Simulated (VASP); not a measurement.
# Ca2Zr2N (P6/mmm) in VASP: a series of runs

The runs below take Ca2Zr2N through single point, relaxation of cell and atoms, with PBE.

Everything below comes from runs of VASP 6.6.1. Logs are shortened: lines on timing, memory, paths and dates and some standing lists are left out, and cuts for length are marked.

## 1. The cell of the first run

It takes space group P6/mmm (No. 191, hexagonal). The conventional cell has a = 4.306 Å, b = 4.306 Å, c = 5.879 Å, α = 90.00°, β = 90.00°, γ = 120.00°. Ca (site symmetry -6m2) has 3 Ca at 2.49 Å and 6 Zr at 2.72 Å within 3.3 Å. Within 2.4 Å of Zr (site symmetry 6mm) lie 1 N at 1.84 Å and 1 Zr at 2.20 Å. Within 2.4 Å of N (site symmetry 6/mmm) lie 2 Zr at 1.84 Å.

The cell was built from a structure type or drawn by symmetry, and may not be a known phase.

## 2. Single point, PBE

INCAR reads:

```
SYSTEM = Ca2Zr2N
  PREC = Accurate
  ENCUT = 520
  EDIFF = 1E-6
  ISMEAR = 0
  SIGMA = 0.1
  LREAL = .False.
  LASPH = .True.
  NELM = 80
  ALGO = Normal
  ISIF = 2
  LWAVE = .False.
  LCHARG = .False.
  GGA = PE
  NBANDS = 32
```

KPOINTS reads:

```
Automatic mesh
0
Gamma
  6 6 4
  0 0 0
```

POSCAR reads:

```
Ca2Zr2N
1.0
    4.3057379700      0.0000000000      0.0000000000
   -2.1528689900      3.7288784600      0.0000000000
    0.0000000000      0.0000000000      5.8789292500
Ca Zr N
2 2 1
Direct
    0.3333333300      0.6666666700      0.0000000000
    0.6666666700      0.3333333300      0.0000000000
    0.0000000000      0.0000000000      0.8128344900
    0.0000000000      0.0000000000      0.1871655100
    0.0000000000      0.0000000000      0.5000000000
```

Potentials or basis: VASP PAW PBE potentials, release 64 (Ca_sv, Zr_sv, N).

Launch:

```bash
$ cat potpaw_PBE.64/Ca_sv/POTCAR potpaw_PBE.64/Zr_sv/POTCAR potpaw_PBE.64/N/POTCAR > POTCAR
$ mpirun -np 1 vasp_std > vasp.out
```

OUTCAR:

```text
SYSTEM = Ca2Zr2N
   PREC = Accurate
   ENCUT = 520
   EDIFF = 1E-6
   ISMEAR = 0
   LREAL = .False.
   LASPH = .True.
   NELM = 80
   ISIF = 2
   GGA = PE

 ion  position               nearest neighbor table
   1  0.333  0.667  0.000-   2 2.49   2 2.49   2 2.49   4 2.72   3 2.72   4 2.72   3 2.72   4 2.72
                             3 2.72
   2  0.667  0.333  0.000-   1 2.49   1 2.49   1 2.49   4 2.72   3 2.72   3 2.72   4 2.72   3 2.72
                             4 2.72
   3  0.000  0.000  0.813-   5 1.84   4 2.20   1 2.72   2 2.72   1 2.72   2 2.72   2 2.72   1 2.72
                             4 3.68
   4  0.000  0.000  0.187-   5 1.84   3 2.20   1 2.72   2 2.72   1 2.72   2 2.72   2 2.72   1 2.72
                             3 3.68
   5  0.000  0.000  0.500-   3 1.84   4 1.84

  LATTYP: Found a hexagonal cell.
 ALAT       =     4.3057379700
 C/A-ratio  =     1.3653708821

  Lattice vectors:

 A1 = (   4.3057379700,   0.0000000000,   0.0000000000)
 A2 = (  -2.1528689900,   3.7288784600,   0.0000000000)
 A3 = (   0.0000000000,   0.0000000000,   5.8789292500)

Analysis of symmetry for initial positions (statically):
=====================================================================
 Subroutine PRICEL returns:
 Original cell was already a primitive cell.

 Routine SETGRP: Setting up the symmetry group for a
 hexagonal supercell.

 Subroutine GETGRP returns: Found 24 space group operations
 (whereof 24 operations were pure point group operations)
 out of a pool of 24 trial point group operations.

The static configuration has the point symmetry D_6h.

Analysis of symmetry for dynamics (positions and initial velocities):
=====================================================================
 Subroutine PRICEL returns:
 Original cell was already a primitive cell.

 Routine SETGRP: Setting up the symmetry group for a
 hexagonal supercell.

 Subroutine GETGRP returns: Found 24 space group operations
 (whereof 24 operations were pure point group operations)
 out of a pool of 24 trial point group operations.

The dynamic configuration has the point symmetry D_6h.

 Subroutine INISYM returns: Found 24 space group operations
 (whereof 24 operations are pure point group operations),
 and found     1 'primitive' translations

----------------------------------------------------------------------------------------

                                     Primitive cell
[... 92 lines left out ...]
   NELM   =     80;   NELMIN=  2; NELMDL= -5     # of ELM steps
   EDIFF  = 0.1E-05   stopping-criterion for ELM
   LREAL  =      F    real-space projection
   EDIFFG = 0.1E-04   stopping-criterion for IOM
   NSW    =      0    number of steps for IOM
   IBRION =     -1    ionic relax: 0-MD 1-quasi-New 2-CG
   NFREE  =      0    steps in history (QN), initial steepest desc. (CG)
   ISIF   =      2    stress and relaxation
   ISYM   =      2    0-nonsym 1-usesym 2-fastsym
   POTIM  = 0.5000    time-step for ionic-motion
   TEBEG  =    0.0;   TEEND  =   0.0 temperature during run
   PSTRESS=    0.0 pullay stress
   NELECT =      49.0000    total number of electrons
   NUPDOWN=      -1.0000    fix difference up-down
   EMIN   =  10.00;   EMAX   =-10.00  energy-range for DOS
   EFERMI =   0.00;   METHOD = LEGACY
   ISMEAR =     0;   SIGMA  =   0.10  broadening in eV -4-tet -1-fermi 0-gaus
   EFERMI_NEDOS =   21; number of points for ismear=-14 and -15
   IALGO  =     38    algorithm
   IMIX   =      4    mixing-type and parameters
     AMIX     =   0.40;   BMIX     =  1.00
     AMIX_MAG =   1.60;   BMIX_MAG =  1.00
  volume/ion in A,a.u.               =      18.88       127.39
  Fermi-wavevector in a.u.,A,eV,Ry     =   1.315726  2.486362 23.553526  1.731135
  Thomas-Fermi vector in A             =   2.445888
   LORBIT       =      0    0 simple, 1 ext, 2 COOP (PROOUT), +10 PAW based schemes
   GGA     = PE    functional components
   LHFCALC =     F    Hartree Fock is set to
   AEXX    =    0.0000 exact exchange contribution
   IVDW    =     0    specifies the selected vdW correction
   LEPSILON=     F    determine dielectric tensor
   LRPA    =     F    only Hartree local field effects (RPA)
 non-spin polarized calculation
 Gauss-broadening in eV      SIGMA  =   0.10
  energy-cutoff  :      520.00
  volume of cell :       94.39
 maximum number of plane-waves:      2556
   NGX = 17   NGY = 17   NGZ = 21

 number of electron      49.0000000 magnetization

 Free energy of the ion-electron system (eV)
  ---------------------------------------------------
  ext. energy  EPLUGINS =         0.00000000
  ---------------------------------------------------
  free energy    TOTEN  =       -15.00109939 eV

  energy without entropy =      -14.97832718  energy(sigma->0) =      -14.98971329

 E-fermi :   6.1054     XC(G=0): -10.1888

 val. band max:        6.0532732679   @ k =   0.1667   0.0000   0.0000
 cond. band min:       6.1088229036   @ k =   0.3333   0.1667   0.2500
 fundamental gap:      0.0555496357
 Fermi energy:         6.1053939681

 k-point     1 :       0.0000    0.0000    0.0000
  band No.  band energies     occupation
      1     -42.2766      2.00000
      2     -41.2208      2.00000
      3     -34.1915      2.00000
      4     -33.1708      2.00000
      5     -22.3713      2.00000
      6     -20.5594      2.00000
[... 724 lines left out ...]
     31       9.1391      0.00000
     32       9.1391      0.00000

------------------------ aborting loop because EDIFF is reached ----------------------------------------

  FORCE on cell =-STRESS in cart. coord.  units (eV):
  Direction    XX          YY          ZZ          XY          YZ          ZX
  --------------------------------------------------------------------------------------
  -------------------------------------------------------------------------------------
  Total       28.1074519     28.1074518     35.7335902     -0.0000000     -0.0000000      0.0000000
  in kB      477.0984436    477.0984425    606.5452087     -0.0000006     -0.0000000      0.0000000
  external PRESSURE =     520.2473649 kB  Pullay stress =       0.0000000 kB

 VOLUME and BASIS-vectors are now :
 -----------------------------------------------------------------------------
  energy-cutoff  :      520.00
  volume of cell :       94.39
      direct lattice vectors                 reciprocal lattice vectors
     4.305737970  0.000000000  0.000000000     0.232248225  0.134088576  0.000000000
    -2.152868990  3.728878460  0.000000000     0.000000000  0.268177151  0.000000000
     0.000000000  0.000000000  5.878929250     0.000000000  0.000000000  0.170099002

 POSITION                                       TOTAL-FORCE (eV/Angst)
 -----------------------------------------------------------------------------------
     -0.00000      2.48592      0.00000        -0.000000      0.000000      0.000000
      2.15287      1.24296      0.00000         0.000000      0.000000      0.000000
      0.00000      0.00000      4.77860        -0.000000     -0.000000     -6.958914
      0.00000      0.00000      1.10033        -0.000000      0.000000      6.958914
      0.00000      0.00000      2.93946        -0.000000      0.000000      0.000000
 -----------------------------------------------------------------------------------
    total drift:                               -0.000000      0.000000      0.000000

  FREE ENERGIE OF THE ION-ELECTRON SYSTEM (eV)
  ---------------------------------------------------
  free  energy   TOTEN  =       -15.0010993936 eV

  energy  without entropy=      -14.9783271806  energy(sigma->0) =      -14.98971329
```

It took 48 s on 1 thread of AMD EPYC 9R45 (Zen 5), shared host; peak memory 0.21 GiB.

Results:

```yaml
Free_energy: -15.0011 eV
Pressure: 52.0 GPa
Largest_force: 6.959 eV/Å
Band_gap_on_the_k_mesh: zero (an odd number of electrons rules out a gap without spin polarisation)
```

Forces in eV/Å, atoms in the order of the input:
```
Ca   0.000  0.000  0.000
Ca   0.000  0.000  0.000
Zr   0.000  0.000 -6.959
Zr   0.000  0.000  6.959
N    0.000  0.000  0.000
```

Caveat: the cell stands under pressure; forces of over 1 eV/Å act on the atoms, so gaps and moduli don't describe the material at rest.

## 3. Single point, PBE

This run uses another cell than the first one, of 40.94 Å³/atom.

INCAR reads:

```
  ALGO = Normal
  EDIFF = 1E-6
  ENCUT = 520
  GGA = PE
  ISIF = 2
  ISMEAR = 0
  LASPH = T
  LCHARG = F
  LREAL = F
  LWAVE = F
  NBANDS = 32
  NELM = 80
  PREC = Accurate
  SIGMA = 0.1
```

KPOINTS reads:

```
k-points
0
Gamma
  6 6 4
```

POSCAR reads:

```
Ca2Zr2N
1.0
    5.9709475621      0.0000000040      0.0000000000
   -2.9854737845      5.1709922714      0.0000000000
    0.0000000000      0.0000000000      6.6302862285
Ca Zr N
2 2 1
Direct
    0.3333333333      0.6666666667      0.0000000000
    0.6666666667      0.3333333333      0.0000000000
    0.0000000000      0.0000000000      0.7863672106
    0.0000000000      0.0000000000      0.2136327894
    0.0000000000      0.0000000000      0.5000000000
```

Potentials or basis: VASP PAW PBE potentials, release 64 (Ca_sv, Zr_sv, N).

Launch:

```bash
$ cat potpaw_PBE.64/Ca_sv/POTCAR potpaw_PBE.64/Zr_sv/POTCAR potpaw_PBE.64/N/POTCAR > POTCAR
$ mpirun -np 1 vasp_std > vasp.out
```

It took 2.1 min on 1 thread of AMD EPYC 9R45 (Zen 5), shared host; peak memory 0.38 GiB.

Results (log left out):

```yaml
Free_energy: -26.8796 eV
Pressure: 0.1 GPa
Largest_force: 0.061 eV/Å
Band_gap_on_the_k_mesh: zero (an odd number of electrons rules out a gap without spin polarisation)
```

Forces in eV/Å, atoms in the order of the input:
```
Ca   0.000  0.000  0.000
Ca   0.000  0.000  0.000
Zr   0.000  0.000  0.061
Zr   0.000  0.000 -0.061
N    0.000  0.000  0.000
```

Levels at points of the mesh, in eV from the Fermi level:
```csv
k point,band 20,band 21,band 22,band 23,band 24,band 25,band 26,band 27,band 28,band 29
"(0.00, 0.00, 0.00)",-3.08,-2.93,-0.14,-0.03,-0.03,0.01,0.01,0.37,0.59,0.59
"(0.50, 0.00, 0.00)",-2.93,-1.81,-1.70,-0.58,0.12,0.15,0.40,1.04,1.31,1.33
"(0.00, 0.00, 0.50)",-2.80,-2.80,-0.99,-0.68,-0.68,0.11,0.11,0.41,0.41,1.95
"(0.50, 0.00, 0.50)",-2.82,-1.72,-1.59,-0.53,-0.45,-0.39,0.48,0.85,1.05,1.12
```

## 4. Single point, PBE

This run uses another cell than the first one, of 41.07 Å³/atom.

INCAR reads:

```
SYSTEM = Ca2Zr2N
PREC     = Accurate       ! precision mode
ENCUT    = 520            ! plane-wave cutoff, eV
EDIFF    = 1E-6           ! SCF threshold, eV
ISMEAR   = 0              ! smearing method
SIGMA    = 0.1            ! smearing width, eV
LREAL    = .False.        ! projectors in reciprocal space
LASPH    = .True.         ! aspherical terms in the spheres
NELM     = 80             ! most SCF steps
ALGO     = Normal         ! electronic algorithm
ISIF     = 2              ! what is computed and relaxed
LWAVE    = .False.        ! write WAVECAR
LCHARG   = .False.        ! write CHGCAR
GGA      = PE             ! functional
NBANDS   = 32             ! bands
```

KPOINTS reads:

```
Automatic mesh
0
Gamma
  6 6 6
  0 0 0
```

POSCAR reads:

```
Ca2Zr2N
1.0
    5.9757852974      0.0000000000      0.0000000000
   -2.9878926487      5.1751818751      0.0000000000
    0.0000000000      0.0000000000      6.6406180155
Ca Zr N
2 2 1
Direct
    0.3333333333      0.6666666667      0.0000000000
    0.6666666667      0.3333333333      0.0000000000
    0.0000000000      0.0000000000      0.7858784423
    0.0000000000      0.0000000000      0.2141215577
    0.0000000000      0.0000000000      0.5000000000
```

Launch:

```bash
$ cat potpaw_PBE.64/Ca_sv/POTCAR potpaw_PBE.64/Zr_sv/POTCAR potpaw_PBE.64/N/POTCAR > POTCAR
$ mpirun -np 1 vasp_std > vasp.out
```

It took 2.8 min on 1 thread of AMD EPYC 9R45 (Zen 5), shared host; peak memory 0.41 GiB.

Results (log left out):

| Item | Value |
| --- | --- |
| Free energy | -26.8755 eV |
| Pressure | 0.1 GPa |
| Largest force | 0.070 eV/Å |
| Band gap on the k mesh | zero (an odd number of electrons rules out a gap without spin polarisation) |

Forces on the atoms (eV/Å):
```
Ca   0.000  0.000  0.000
Ca   0.000  0.000  0.000
Zr   0.000  0.000  0.070
Zr   0.000  0.000 -0.070
N    0.000  0.000  0.000
```

Stress tensor (GPa, compression positive):
```
0.01 0.00 0.00
0.00 0.01 0.00
0.00 0.00 0.18
```

Levels at points of the mesh, in eV from the Fermi level:
| k point | band 23 | band 24 | band 25 | band 26 | band 27 | band 28 |
| --- | --- | --- | --- | --- | --- | --- |
| (0.00, 0.00, 0.00) | -0.03 | -0.03 | 0.01 | 0.01 | 0.36 | 0.59 |
| (0.50, 0.00, 0.00) | -0.58 | 0.12 | 0.15 | 0.39 | 1.02 | 1.29 |
| (0.00, 0.00, 0.50) | -0.68 | -0.68 | 0.10 | 0.10 | 0.40 | 0.40 |
| (0.50, 0.00, 0.50) | -0.53 | -0.45 | -0.40 | 0.48 | 0.85 | 1.04 |

## 5. Relaxation of cell and atoms, PBE

INCAR reads:

```
PREC     = Accurate       # precision mode
ENCUT    = 600            # plane-wave cutoff, eV
EDIFF    = 1E-6           # SCF threshold, eV
ISMEAR   = 0              # smearing method
SIGMA    = 0.1            # smearing width, eV
LREAL    = False          # projectors in reciprocal space
LASPH    = True           # aspherical terms in the spheres
NELM     = 60             # most SCF steps
ALGO     = Normal         # electronic algorithm
ISIF     = 3              # what is computed and relaxed
LWAVE    = False          # write WAVECAR
LCHARG   = False          # write CHGCAR
GGA      = PE             # functional
IBRION   = 2              # ionic algorithm
NSW      = 90             # ionic steps
EDIFFG   = -0.04          # ionic threshold
```

KPOINTS reads:

```
Automatic mesh
0
Gamma
  6 6 4
```

POSCAR reads:

```
Ca2Zr2N
1.0
    4.3057379700      0.0000000000      0.0000000000
   -2.1528689900      3.7288784600      0.0000000000
    0.0000000000      0.0000000000      5.8789292500
Ca Zr N
2 2 1
Direct
    0.3333333300      0.6666666700      0.0000000000
    0.6666666700      0.3333333300      0.0000000000
    0.0000000000      0.0000000000      0.8128344900
    0.0000000000      0.0000000000      0.1871655100
    0.0000000000      0.0000000000      0.5000000000
```

Launch:

```bash
$ cat potpaw_PBE.64/Ca_sv/POTCAR potpaw_PBE.64/Zr_sv/POTCAR potpaw_PBE.64/N/POTCAR > POTCAR
$ mpirun -np 1 vasp_std > vasp.out
```

Wall time 12 min (1 thread of AMD EPYC 9R45 (Zen 5), shared host); peak memory 0.26 GiB.

Results (log left out):

* Free energy: -26.5763 eV
* Relaxed volume: 39.21 Å³/atom
* Relaxed cell: a = 5.835 Å, b = 5.835 Å, c = 6.650 Å, α = 90.00°, β = 90.00°, γ = 120.00°
* Space group after relaxing (to 0.1 Å): P6/mmm (No. 191)
* Energy gained by relaxing: 2314.2 meV/atom
* Ionic steps: 18
* Pressure after relaxing: 0.0 GPa
* Band gap on the k mesh: zero (an odd number of electrons rules out a gap without spin polarisation)

The path:
| step | energy change (eV) | largest force (eV/Å) | pressure (GPa) | volume (Å³) |
| --- | --- | --- | --- | --- |
| 1 | 0.0000 | 6.9610 | 52.01 | 94.39 |
| 2 | -10.2987 | 1.5675 | -3.65 | 205.08 |
| 3 | -10.4907 | 1.3114 | 0.87 | 176.14 |
| 4 | -10.5219 | 1.3412 | -0.29 | 182.06 |
| 5 | -10.4999 | 5.9758 | 5.59 | 187.14 |
| 6 | -10.9412 | 1.6215 | 2.15 | 184.97 |
| 7 | -11.2705 | 1.2751 | 0.01 | 198.41 |
| 8 | -11.3649 | 0.6944 | -1.95 | 212.65 |
| 9 | -11.3685 | 0.8372 | -1.56 | 209.60 |
| 10 | -11.5157 | 0.7803 | -0.71 | 204.12 |
| 11 | -11.5371 | 0.6935 | 0.02 | 199.93 |
| 12 | -11.4490 | 1.7955 | -1.15 | 196.94 |
| 13 | -11.5558 | 0.1084 | -0.40 | 199.07 |
| 14 | -11.5675 | 0.0486 | 0.00 | 196.29 |
| 15 | -11.5691 | 0.0210 | 0.20 | 194.92 |
| 16 | -11.5694 | 0.2193 | -0.15 | 195.93 |
| 17 | -11.5700 | 0.1299 | 0.00 | 195.47 |
| 18 | -11.5709 | 0.0020 | -0.02 | 196.04 |

Final structure:
```
Ca Zr N
1.0
     5.83458    0.00000    0.00000
    -2.91729    5.05290    0.00000
     0.00000    0.00000    6.64964
Ca Zr N
2 2 1
Direct
  0.33333 0.66667 0.00000
  0.66667 0.33333 0.00000
  0.00000 0.00000 0.78600
  0.00000 0.00000 0.21400
  0.00000 0.00000 0.50000
```

Levels at points of the mesh, in eV from the Fermi level:
| k point | band 20 | band 21 | band 22 | band 23 | band 24 | band 25 | band 26 | band 27 | band 28 | band 29 |
| --- | --- | --- | --- | --- | --- | --- | --- | --- | --- | --- |
| (0.00, 0.00, 0.00) | -3.01 | -2.91 | -0.21 | 0.00 | 0.00 | 0.03 | 0.03 | 0.31 | 0.53 | 0.53 |
| (0.50, 0.00, 0.00) | -2.91 | -1.78 | -1.68 | -0.60 | 0.06 | 0.22 | 0.44 | 1.05 | 1.32 | 1.34 |
| (0.00, 0.00, 0.50) | -2.72 | -2.72 | -1.02 | -0.69 | -0.69 | 0.13 | 0.13 | 0.35 | 0.35 | 1.88 |
| (0.50, 0.00, 0.50) | -2.75 | -1.72 | -1.55 | -0.51 | -0.46 | -0.42 | 0.52 | 0.90 | 1.07 | 1.17 |

Caveat: the volume moved by over 15 % at a fixed basis, so the end points are rough.

(Continued in part 2 of 2.)
